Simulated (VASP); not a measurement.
# Zr (P6_3/mmc) in VASP: notebook

The runs below take Zr through single point, with LDA.

Everything below comes from runs of VASP 6.6.1. Logs are shortened: lines on timing, memory, paths and dates and some standing lists are left out, and cuts for length are marked.

### 1 The cell of the first run

It takes space group P6_3/mmc (No. 194, hexagonal). Conventional cell: a = 3.295 Å, b = 3.295 Å, c = 5.248 Å, α = 90.00°, β = 90.00°, γ = 120.00°. Within 4.3 Å of Zr (site symmetry -6m2) lie 12 Zr at 3.24 to 3.30 Å.

### 2 Single point, LDA (volume scaled by 1.06)

INCAR reads:

```
SYSTEM = Zr
PREC = Accurate
ENCUT = 520
EDIFF = 1E-7
ISMEAR = -1
SIGMA = 0.05
LREAL = .False.
LASPH = .True.
NELM = 60
ALGO = Normal
ISIF = 2
LWAVE = .False.
LCHARG = .False.
NBANDS = 19
```

KPOINTS reads:

```
Automatic mesh
0
Gamma
  9 9 5
  0 0 0
```

POSCAR reads:

```
Zr
1.0
    3.2953886421      0.0000000000      0.0000000000
   -1.6476943210      2.8538902793      0.0000000000
    0.0000000000      0.0000000000      5.2479471970
Zr
2
Direct
    0.6666666667      0.3333333333      0.7500000000
    0.3333333333      0.6666666667      0.2500000000
```

Potentials or basis: VASP PAW LDA potentials, release 64 (Zr_sv).

Run with:

```sh
cat potpaw_LDA.64/Zr_sv/POTCAR > POTCAR
mpirun -np 1 vasp_std > vasp.out
```

OUTCAR:

```text
SYSTEM = Zr
   PREC = Accurate
   ENCUT = 520
   EDIFF = 1E-7
   ISMEAR = -1
   LREAL = .False.
   LASPH = .True.
   NELM = 60
   ISIF = 2

 ion  position               nearest neighbor table
   1  0.667  0.333  0.750-   2 3.24   2 3.24   2 3.24   2 3.24   2 3.24   2 3.24
   2  0.333  0.667  0.250-   1 3.24   1 3.24   1 3.24   1 3.24   1 3.24   1 3.24

  LATTYP: Found a hexagonal cell.
 ALAT       =     3.2953886421
 C/A-ratio  =     1.5925123762

  Lattice vectors:

 A1 = (   3.2953886421,   0.0000000000,   0.0000000000)
 A2 = (  -1.6476943210,   2.8538902793,   0.0000000000)
 A3 = (   0.0000000000,   0.0000000000,   5.2479471970)

Analysis of symmetry for initial positions (statically):
=====================================================================
 Subroutine PRICEL returns:
 Original cell was already a primitive cell.

 Routine SETGRP: Setting up the symmetry group for a
 hexagonal supercell.

 Subroutine GETGRP returns: Found 24 space group operations
 (whereof 12 operations were pure point group operations)
 out of a pool of 24 trial point group operations.

The static configuration has the point symmetry D_3d.
 The point group associated with its full space group is D_6h.

Analysis of symmetry for dynamics (positions and initial velocities):
=====================================================================
 Subroutine PRICEL returns:
 Original cell was already a primitive cell.

 Routine SETGRP: Setting up the symmetry group for a
 hexagonal supercell.

 Subroutine GETGRP returns: Found 24 space group operations
 (whereof 12 operations were pure point group operations)
 out of a pool of 24 trial point group operations.

The dynamic configuration has the point symmetry D_3d.
 The point group associated with its full space group is D_6h.

 Subroutine INISYM returns: Found 24 space group operations
 (whereof 12 operations are pure point group operations),
 and found     1 'primitive' translations

----------------------------------------------------------------------------------------

                                     Primitive cell

  volume of cell :      49.3553

  direct lattice vectors                    reciprocal lattice vectors
     3.295388642  0.000000000  0.000000000     0.303454344  0.175199447  0.000000000
    -1.647694321  2.853890279  0.000000000     0.000000000  0.350398895  0.000000000
     0.000000000  0.000000000  5.247947197     0.000000000  0.000000000  0.190550698

  length of vectors
     3.295388642  3.295388642  5.247947197     0.350398895  0.350398895  0.190550698

  position of ions in fractional coordinates (direct lattice)
     0.666666667  0.333333333  0.750000000
     0.333333333  0.666666667  0.250000000

  ion indices of the primitive-cell ions
   primitive index   ion index
                 1           1
                 2           2

----------------------------------------------------------------------------------------

 KPOINTS: Automatic mesh

Automatic generation of k-mesh.
 Grid dimensions read from file:
 generate k-points for:    9    9    5

 Generating k-lattice:

  Cartesian coordinates                     Fractional coordinates (reciprocal lattice)
     0.033717149  0.019466605  0.000000000     0.111111111  0.000000000  0.000000000
     0.000000000  0.038933211  0.000000000     0.000000000  0.111111111  0.000000000
     0.000000000  0.000000000  0.038110140     0.000000000  0.000000000  0.200000000

  Length of vectors
     0.038933211  0.038933211  0.038110140

  Shift w.r.t. Gamma in fractional coordinates (k-lattice)
     0.000000000  0.000000000  0.000000000

 Subroutine IBZKPT returns following result:
 ===========================================

 Found     36 irreducible k-points:

 Following reciprocal coordinates:
            Coordinates               Weight
  0.000000  0.000000  0.000000      1.000000
  0.111111  0.000000  0.000000      6.000000
  0.222222  0.000000  0.000000      6.000000
  0.333333 -0.000000  0.000000      6.000000
  0.444444  0.000000  0.000000      6.000000
  0.111111  0.111111  0.000000      6.000000
[... 16 lines left out ...]
  0.333333  0.222222  0.200000     24.000000
  0.333333  0.333333  0.200000      4.000000
 [... further k-points ...]
   k-points           NKPTS =     36   k-points in BZ     NKDIM =     36   number of bands    NBANDS=     19
   number of dos      NEDOS =    301   number of ions     NIONS =      2
   total plane-waves  NPLWV =  31360
   dimension x,y,z NGX =    28 NGY =   28 NGZ =   40
   dimension x,y,z NGXF=    56 NGYF=   56 NGZF=   80
   ions per type =               2
   NGX,Y,Z   is equivalent  to a cutoff of  14.13, 14.13, 12.67 a.u.
   NGXF,Y,Z  is equivalent  to a cutoff of  28.25, 28.25, 25.34 a.u.
 SYSTEM =  Zr
   PREC   = accura    normal or accurate (medium, high low for compatibility)
   ISTART =      0    job   : 0-new  1-cont  2-samecut
   ICHARG =      2    charge: 1-file 2-atom 10-const
   ISPIN  =      1    spin polarized calculation?
   LNONCOLLINEAR =      F non collinear calculations
   LSORBIT =      F    spin-orbit coupling
   LASPH  =      T    aspherical Exc in radial PAW
   ENCUT  =  520.0 eV  38.22 Ry    6.18 a.u.   6.13  6.13  9.76*2*pi/ulx,y,z
   NELM   =     60;   NELMIN=  2; NELMDL= -5     # of ELM steps
   EDIFF  = 0.1E-06   stopping-criterion for ELM
   LREAL  =      F    real-space projection
   EDIFFG = 0.1E-05   stopping-criterion for IOM
   NSW    =      0    number of steps for IOM
   IBRION =     -1    ionic relax: 0-MD 1-quasi-New 2-CG
   NFREE  =      0    steps in history (QN), initial steepest desc. (CG)
   ISIF   =      2    stress and relaxation
   ISYM   =      2    0-nonsym 1-usesym 2-fastsym
   POTIM  = 0.5000    time-step for ionic-motion
   TEBEG  =    0.0;   TEEND  =   0.0 temperature during run
   PSTRESS=    0.0 pullay stress
   NELECT =      24.0000    total number of electrons
   NUPDOWN=      -1.0000    fix difference up-down
   EMIN   =  10.00;   EMAX   =-10.00  energy-range for DOS
   EFERMI =   0.00;   METHOD = LEGACY
   ISMEAR =    -1;   SIGMA  =   0.05  broadening in eV -4-tet -1-fermi 0-gaus
   EFERMI_NEDOS =   21; number of points for ismear=-14 and -15
   IALGO  =     38    algorithm
   IMIX   =      4    mixing-type and parameters
     AMIX     =   0.40;   BMIX     =  1.00
     AMIX_MAG =   1.60;   BMIX_MAG =  1.00
  volume/ion in A,a.u.               =      24.68       166.53
  Fermi-wavevector in a.u.,A,eV,Ry     =   1.287362  2.432762 22.548959  1.657302
  Thomas-Fermi vector in A             =   2.419381
   LORBIT       =      0    0 simple, 1 ext, 2 COOP (PROOUT), +10 PAW based schemes
   GGA     = CA    functional components
   LHFCALC =     F    Hartree Fock is set to
   AEXX    =    0.0000 exact exchange contribution
   IVDW    =     0    specifies the selected vdW correction
   LEPSILON=     F    determine dielectric tensor
   LRPA    =     F    only Hartree local field effects (RPA)
 non-spin polarized calculation
  energy-cutoff  :      520.00
  volume of cell :       49.36
 maximum number of plane-waves:      1342
 NGX is ok and might be reduce to    28
   NGX = 13   NGY = 13   NGZ = 19

 number of electron      24.0000001 magnetization

 Free energy of the ion-electron system (eV)
  ---------------------------------------------------
  ext. energy  EPLUGINS =         0.00000000
  ---------------------------------------------------
  free energy    TOTEN  =       -18.39544913 eV

  energy without entropy =      -18.37880002  energy(sigma->0) =      -18.38712458

 E-fermi :   8.1648     XC(G=0): -11.0332

 val. band max:        8.1248058417   @ k =   0.3333   0.3333   0.4000
 cond. band min:       8.1694957339   @ k =   0.0000   0.0000   0.4000
 fundamental gap:      0.0446898921
 Fermi energy:         8.1647670470

 k-point     1 :       0.0000    0.0000    0.0000
  band No.  band energies     occupation
      1     -40.5208      2.00000
      2     -40.3966      2.00000
      3     -19.1017      2.00000
      4     -18.3629      2.00000
      5     -18.3629      2.00000
      6     -18.2520      2.00000
[... 11 lines left out ...]
     18      10.1319      0.00000
     19      12.2838      0.00000

 k-point     2 :       0.1111    0.0000    0.0000
  band No.  band energies     occupation
      1     -40.5097      2.00000
      2     -40.3921      2.00000
      3     -19.0702      2.00000
      4     -18.4310      2.00000
      5     -18.3852      2.00000
      6     -18.3122      2.00000
[... 11 lines left out ...]
     18       9.8848      0.00000
     19      12.4645      0.00000

 k-point     3 :       0.2222    0.0000    0.0000
  band No.  band energies     occupation
      1     -40.4806      2.00000
      2     -40.3816      2.00000
      3     -18.9833      2.00000
      4     -18.6034      2.00000
      5     -18.4838      2.00000
      6     -18.4391      2.00000
[... 11 lines left out ...]
     18      10.6692      0.00000
     19      12.7655      0.00000

 k-point     4 :       0.3333   -0.0000    0.0000
  band No.  band energies     occupation
      1     -40.4443      2.00000
      2     -40.3726      2.00000
      3     -18.8639      2.00000
      4     -18.7991      2.00000
      5     -18.6683      2.00000
      6     -18.4970      2.00000
[... 11 lines left out ...]
     18      11.7825      0.00000
     19      12.9665      0.00000

 k-point     5 :       0.4444    0.0000    0.0000
  band No.  band energies     occupation
      1     -40.4164      2.00000
      2     -40.3708      2.00000
      3     -18.9258      2.00000
      4     -18.7839      2.00000
      5     -18.7571      2.00000
      6     -18.5335      2.00000
[... 11 lines left out ...]
     18      13.0347      0.00000
     19      13.0507      0.00000
[... 334 lines left out ...]
      2     -40.3752      2.00000
      3     -18.9719      2.00000
      4     -18.8490      2.00000
      5     -18.6527      2.00000
      6     -18.5362      2.00000
[... 11 lines left out ...]
     18      12.8951      0.00000
     19      13.6598      0.00000

 k-point    22 :       0.2222    0.2222    0.2000
  band No.  band energies     occupation
      1     -40.4211      2.00000
      2     -40.3759      2.00000
      3     -18.8821      2.00000
      4     -18.8040      2.00000
      5     -18.6243      2.00000
      6     -18.5781      2.00000
[... 11 lines left out ...]
     18      12.4849      0.00000
     19      13.3008      0.00000

 k-point    23 :       0.3333    0.2222    0.2000
  band No.  band energies     occupation
      1     -40.3985      2.00000
      2     -40.3757      2.00000
      3     -18.8972      2.00000
      4     -18.8227      2.00000
      5     -18.6920      2.00000
      6     -18.5658      2.00000
[... 11 lines left out ...]
     18      12.8578      0.00000
     19      14.1512      0.00000

 k-point    24 :       0.3333    0.3333    0.2000
  band No.  band energies     occupation
      1     -40.3831      2.00000
      2     -40.3831      2.00000
      3     -18.8084      2.00000
      4     -18.8042      2.00000
      5     -18.8042      2.00000
      6     -18.5900      2.00000
[... 11 lines left out ...]
     18      12.2574      0.00000
     19      14.3862      0.00000

 [... further k-points ...]
[... 5 lines left out ...]
  --------------------------------------------------------------------------------------
  -------------------------------------------------------------------------------------
  Total       -3.2551505     -3.2551505     -3.1253287     -0.0000000      0.0000000      0.0000000
  in kB     -105.6691664   -105.6691664   -101.4548733     -0.0000000      0.0000000      0.0000000
  external PRESSURE =    -104.2644020 kB  Pullay stress =       0.0000000 kB

 VOLUME and BASIS-vectors are now :
 -----------------------------------------------------------------------------
  energy-cutoff  :      520.00
  volume of cell :       49.36
      direct lattice vectors                 reciprocal lattice vectors
     3.295388642  0.000000000  0.000000000     0.303454344  0.175199447  0.000000000
    -1.647694321  2.853890279  0.000000000     0.000000000  0.350398895  0.000000000
     0.000000000  0.000000000  5.247947197     0.000000000  0.000000000  0.190550698

 POSITION                                       TOTAL-FORCE (eV/Angst)
 -----------------------------------------------------------------------------------
      1.64769      0.95130      3.93596         0.000000     -0.000000      0.000000
     -0.00000      1.90259      1.31199        -0.000000      0.000000      0.000000
 -----------------------------------------------------------------------------------
    total drift:                               -0.000000      0.000000     -0.000000

  FREE ENERGIE OF THE ION-ELECTRON SYSTEM (eV)
  ---------------------------------------------------
  free  energy   TOTEN  =       -18.3954491262 eV

  energy  without entropy=      -18.3788000244  energy(sigma->0) =      -18.38712458
```

It took 46 s on 1 thread of Intel Xeon 8259CL, shared host; peak memory 0.14 GiB.

What came out:

| Item | Value |
| --- | --- |
| Free energy | -18.3954 eV |
| Pressure | -10.4 GPa |
| Band gap on the k mesh | zero (band 12 reaches 8.97 eV, above the bottom of band 13 at 7.90 eV) |

(Part 1 of 3 ends here.)
